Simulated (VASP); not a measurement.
# Hf3N2 (R-3m) in VASP: single point with PBEsol

Aim: the single point of Hf3N2 with PBEsol.

All numbers are computed with VASP 6.6.1; they aren't measurements. Logs are shortened: lines on timing, memory, paths and dates and some standing lists are left out, and cuts for length are marked.

## (1) The cell of the first run

It takes space group R-3m (No. 166, trigonal). The conventional cell has a = 3.199 Å, b = 3.199 Å, c = 23.265 Å, α = 90.00°, β = 90.00°, γ = 120.00°. Within 3.3 Å of Hf (site symmetry 3m) lie 3 N at 2.29 Å and 12 Hf at 3.12 to 3.21 Å. Within 3.0 Å of Hf (site symmetry -3m) lie 6 N at 2.24 Å. N (site symmetry 3m) has 6 Hf at 2.24 to 2.29 Å within 3.0 Å.

## (2) Single point, PBEsol

File INCAR:

```
PREC     = Accurate       # precision mode
ENCUT    = 520            # plane-wave cutoff, eV
EDIFF    = 1E-6           # SCF threshold, eV
ISMEAR   = 0              # smearing method
SIGMA    = 0.05           # smearing width, eV
LREAL    = False          # projectors in reciprocal space
LASPH    = True           # aspherical terms in the spheres
NELM     = 80             # most SCF steps
ALGO     = Normal         # electronic algorithm
ISIF     = 2              # what is computed and relaxed
LWAVE    = False          # write WAVECAR
LCHARG   = False          # write CHGCAR
GGA      = PS             # functional
ISYM     = 0            
NBANDS   = 28             # bands
```

File KPOINTS:

```
Automatic mesh
0
Gamma
  9 9 10
```

File POSCAR:

```
Hf3N2
1.0
   -1.5994260774      2.7702872291      0.0000000000
   -3.1988521548      0.0000000000      0.0000000000
   -1.5994260774      0.9234290764      7.7548432223
Hf N
3 2
Direct
    0.2205813400      0.2205813400      0.3382559800
    0.7794186600      0.7794186600      0.6617440200
    0.0000000000      0.0000000000      0.0000000000
    0.3880844700      0.3880844700      0.8357465900
    0.6119155300      0.6119155300      0.1642534100
```

Potentials or basis: VASP PAW PBE potentials, release 64 (Hf_pv, N).

Run with:

```console
$ cat potpaw_PBE.64/Hf_pv/POTCAR potpaw_PBE.64/N/POTCAR > POTCAR
$ mpirun -np 1 vasp_std > vasp.out
```

OUTCAR:

```text
PREC = Accurate
   ENCUT = 520
   EDIFF = 1E-6
   ISMEAR = 0
   LREAL = False
   LASPH = True
   NELM = 80
   ISIF = 2
   GGA = PS
   ISYM = 0

 ion  position               nearest neighbor table
   1  0.221  0.221  0.338-   5 2.29   5 2.29   5 2.29   2 3.12   2 3.12   2 3.12   3 3.21   3 3.21
                             3 3.21
   2  0.779  0.779  0.662-   4 2.29   4 2.29   4 2.29   1 3.12   1 3.12   1 3.12   3 3.21   3 3.21
                             3 3.21
   3  0.000  0.000  0.000-   5 2.24   4 2.24   5 2.24   4 2.24   5 2.24   4 2.24   2 3.21   1 3.21
                             2 3.21   1 3.21   1 3.21   2 3.21
   4  0.388  0.388  0.836-   3 2.24   3 2.24   3 2.24   2 2.29   2 2.29   2 2.29
   5  0.612  0.612  0.164-   3 2.24   3 2.24   3 2.24   1 2.29   1 2.29   1 2.29

IMPORTANT INFORMATION: All symmetrisations will be switched off!
NOSYMM: (Re-)initialisation of all symmetry stuff for point group C_1.

----------------------------------------------------------------------------------------

                                     Primitive cell

  volume of cell :      68.7214

  direct lattice vectors                    reciprocal lattice vectors
    -1.599426077  2.770287229  0.000000000     0.000000000  0.360973400 -0.042983891
    -3.198852155  0.000000000  0.000000000    -0.312612134 -0.180486700 -0.042983891
    -1.599426077  0.923429076  7.754843222     0.000000000  0.000000000  0.128951672

  length of vectors
     3.198852155  3.198852155  7.971729953     0.363523604  0.363523604  0.128951672

  position of ions in fractional coordinates (direct lattice)
     0.220581340  0.220581340  0.338255980
     0.779418660  0.779418660  0.661744020
     0.000000000  0.000000000  0.000000000
     0.388084470  0.388084470  0.835746590
     0.611915530  0.611915530  0.164253410

  ion indices of the primitive-cell ions
   primitive index   ion index
                 1           1
                 2           2
                 3           3
                 4           4
                 5           5

----------------------------------------------------------------------------------------

 KPOINTS: Automatic mesh

Automatic generation of k-mesh.
 Grid dimensions read from file:
 generate k-points for:    9    9   10

 Generating k-lattice:

  Cartesian coordinates                     Fractional coordinates (reciprocal lattice)
     0.000000000  0.040108156 -0.004775988     0.111111111  0.000000000 -0.000000000
    -0.034734682 -0.020054078 -0.004775988     0.000000000  0.111111111  0.000000000
[... 83 lines left out ...]
   NSW    =      0    number of steps for IOM
   IBRION =     -1    ionic relax: 0-MD 1-quasi-New 2-CG
   NFREE  =      0    steps in history (QN), initial steepest desc. (CG)
   ISIF   =      2    stress and relaxation
   ISYM   =      0    0-nonsym 1-usesym 2-fastsym
   POTIM  = 0.5000    time-step for ionic-motion
   TEBEG  =    0.0;   TEEND  =   0.0 temperature during run
   PSTRESS=    0.0 pullay stress
   NELECT =      40.0000    total number of electrons
   NUPDOWN=      -1.0000    fix difference up-down
   EMIN   =  10.00;   EMAX   =-10.00  energy-range for DOS
   EFERMI =   0.00;   METHOD = LEGACY
   ISMEAR =     0;   SIGMA  =   0.05  broadening in eV -4-tet -1-fermi 0-gaus
   EFERMI_NEDOS =   21; number of points for ismear=-14 and -15
   IALGO  =     38    algorithm
   IMIX   =      4    mixing-type and parameters
     AMIX     =   0.40;   BMIX     =  1.00
     AMIX_MAG =   1.60;   BMIX_MAG =  1.00
  volume/ion in A,a.u.               =      13.74        92.75
  Fermi-wavevector in a.u.,A,eV,Ry     =   1.366881  2.583031 25.420646  1.868365
  Thomas-Fermi vector in A             =   2.492983
   LORBIT       =      0    0 simple, 1 ext, 2 COOP (PROOUT), +10 PAW based schemes
   GGA     = PS    functional components
   LHFCALC =     F    Hartree Fock is set to
   AEXX    =    0.0000 exact exchange contribution
   IVDW    =     0    specifies the selected vdW correction
   LEPSILON=     F    determine dielectric tensor
   LRPA    =     F    only Hartree local field effects (RPA)
 non-spin polarized calculation
 Gauss-broadening in eV      SIGMA  =   0.05
  energy-cutoff  :      520.00
  volume of cell :       68.72
 maximum number of plane-waves:      1871
   NGX = 11   NGY = 11   NGZ = 29

 number of electron      39.9999998 magnetization

 Free energy of the ion-electron system (eV)
  ---------------------------------------------------
  ext. energy  EPLUGINS =         0.00000000
  ---------------------------------------------------
  free energy    TOTEN  =       -56.79650837 eV

  energy without entropy =      -56.79396265  energy(sigma->0) =      -56.79523551

 E-fermi :   6.5194     XC(G=0): -12.3981

 val. band max:        6.5166554477   @ k =  -0.1111  -0.2222   0.1000
 cond. band min:       6.5198462940   @ k =  -0.1111   0.4444   0.1000
 fundamental gap:      0.0031908463
 Fermi energy:         6.5194393142

 k-point     1 :       0.0000    0.0000    0.0000
  band No.  band energies     occupation
      1     -24.9036      2.00000
      2     -24.3932      2.00000
      3     -24.3930      2.00000
      4     -24.1585      2.00000
      5     -23.6152      2.00000
      6     -23.5456      2.00000
[... 733 lines left out ...]
     27      11.0875      0.00000
     28      11.5229      0.00000

 [... further k-points ...]

------------------------ aborting loop because EDIFF is reached ----------------------------------------

  FORCE on cell =-STRESS in cart. coord.  units (eV):
  Direction    XX          YY          ZZ          XY          YZ          ZX
  --------------------------------------------------------------------------------------
  -------------------------------------------------------------------------------------
  Total       -1.3630367     -1.3634481     -1.8161083     -0.0003576     -0.0001071      0.0001860
  in kB      -31.7779693    -31.7875612    -42.3409247     -0.0083376     -0.0024971      0.0043362
  external PRESSURE =     -35.3021517 kB  Pullay stress =       0.0000000 kB

 VOLUME and BASIS-vectors are now :
 -----------------------------------------------------------------------------
  energy-cutoff  :      520.00
  volume of cell :       68.72
      direct lattice vectors                 reciprocal lattice vectors
    -1.599426077  2.770287229  0.000000000     0.000000000  0.360973400 -0.042983891
    -3.198852155  0.000000000  0.000000000    -0.312612134 -0.180486700 -0.042983891
    -1.599426077  0.923429076  7.754843222     0.000000000  0.000000000  0.128951672

 POSITION                                       TOTAL-FORCE (eV/Angst)
 -----------------------------------------------------------------------------------
     -1.59943      0.92343      2.62312         0.001624     -0.000937     -0.328027
     -4.79828      2.77029      5.13172        -0.001624      0.000937      0.328013
      0.00000      0.00000      0.00000         0.000000     -0.000001      0.000003
     -3.19885      1.84686      6.48108         0.002405     -0.001388     -0.208428
     -3.19885      1.84686      1.27376        -0.002405      0.001389      0.208439
 -----------------------------------------------------------------------------------
    total drift:                               -0.000001      0.000001     -0.000055

  FREE ENERGIE OF THE ION-ELECTRON SYSTEM (eV)
  ---------------------------------------------------
  free  energy   TOTEN  =       -56.7965083657 eV

  energy  without entropy=      -56.7939626466  energy(sigma->0) =      -56.79523551
```

OSZICAR:

```text
N       E                     dE             d eps       ncg     rms          rms(c)
DAV:   1     0.173110669223E+03    0.17311E+03   -0.22135E+04 22752   0.140E+03
DAV:   2    -0.509192784401E+02   -0.22403E+03   -0.21697E+03 27284   0.346E+02
DAV:   3    -0.624856841325E+02   -0.11566E+02   -0.11435E+02 29368   0.618E+01
DAV:   4    -0.626187162625E+02   -0.13303E+00   -0.13264E+00 29516   0.699E+00
DAV:   5    -0.626200068169E+02   -0.12906E-02   -0.12900E-02 29148   0.648E-01    0.926E+01
DAV:   6    -0.571749648567E+02    0.54450E+01   -0.28539E+01 27936   0.242E+01    0.673E+01
DAV:   7    -0.572261687564E+02   -0.51204E-01   -0.74493E+00 27900   0.128E+01    0.979E+00
DAV:   8    -0.568429139297E+02    0.38325E+00   -0.39100E+00 29616   0.712E+00    0.538E+00
DAV:   9    -0.568012216400E+02    0.41692E-01   -0.37894E-01 29212   0.319E+00    0.245E+00
DAV:  10    -0.567970943909E+02    0.41272E-02   -0.43110E-02 27900   0.114E+00    0.130E+00
DAV:  11    -0.567965498923E+02    0.54450E-03   -0.30686E-03 29592   0.315E-01    0.362E-01
DAV:  12    -0.567965157864E+02    0.34106E-04   -0.31150E-04 27180   0.939E-02    0.131E-01
DAV:  13    -0.567965108539E+02    0.49325E-05   -0.28218E-05 29808   0.302E-02    0.680E-02
DAV:  14    -0.567965085187E+02    0.23353E-05   -0.12745E-05 29316   0.181E-02    0.422E-02
DAV:  15    -0.567965083657E+02    0.15298E-06   -0.86448E-07 16216   0.551E-03
   1 F= -.56796508E+02 E0= -.56795236E+02  d E =-.254572E-02
```

It took 4.3 min on 1 thread of Intel Xeon 6975P-C (Granite Rapids), shared host; peak memory 0.67 GiB.

What came out:

```yaml
Free_energy: -56.7965 eV
Pressure: -3.5 GPa
Largest_force: 0.328 eV/Å
Band_gap_on_the_k_mesh: zero (bands 20 and 21 overlap by 0.92 eV)
```

Forces in eV/Å, atoms in the order of the input:
```
Hf   0.002 -0.001 -0.328
Hf  -0.002  0.001  0.328
Hf   0.000  0.000  0.000
N    0.002 -0.001 -0.208
N   -0.002  0.001  0.208
```

Stress tensor (GPa, compression positive):
```
-3.18  0.00  0.00
 0.00 -3.18  0.00
 0.00  0.00 -4.23
```

Caveat: the cell stands under tension; the PAW data sets were made with another functional, which shifts forces and pressure a little; spin-orbit coupling is left out, which moves the levels of the heavy elements.
